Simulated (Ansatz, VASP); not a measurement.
Two plane-wave programs on CaMg3S4

```
Mg S Ca
1.0
    -2.68762    2.68762    5.29132
     2.68762   -2.68762    5.29132
     2.68762    2.68762   -5.29132
Mg S Ca
3 4 1
Direct
  0.75000 0.25000 0.50000
  0.00000 0.00000 0.00000
  0.25000 0.75000 0.50000
  0.50000 0.00000 0.50000
  0.76133 0.76133 0.00000
  0.00000 0.50000 0.50000
  0.23867 0.23867 0.00000
  0.50000 0.50000 0.00000
```

Alike in both runs: task single point; functional PBE; k mesh 6 × 6 × 6; no spin polarisation.

|  | VASP | Ansatz |
| --- | --- | --- |
| version | VASP 6.6.1 | Ansatz 0.2.0 |
| potentials or method | VASP PAW PBE potentials, release 64 (Mg, S, Ca_sv) | plane waves, PAW |
| plane-wave cutoff (eV) | 520 | 420 |
| occupations | gaussian, width 0.01 eV | fixed |
| valence electrons in the cell | 40 | 64 |

|  | VASP | Ansatz | Ansatz less VASP |
| --- | --- | --- | --- |
| gap on the k mesh at the Fermi level (eV) | 2.42 | 2.44 | +0.021 |
| pressure (GPa) | 0.8 | 0.9 | +0.13 |
| rms of the force components (eV/Å) | 0.008 | 0.001 | -0.0067 |

VASP's potentials hold 40 valence electrons a cell and Ansatz's 64, so a difference there can come from the potentials and not from the codes.
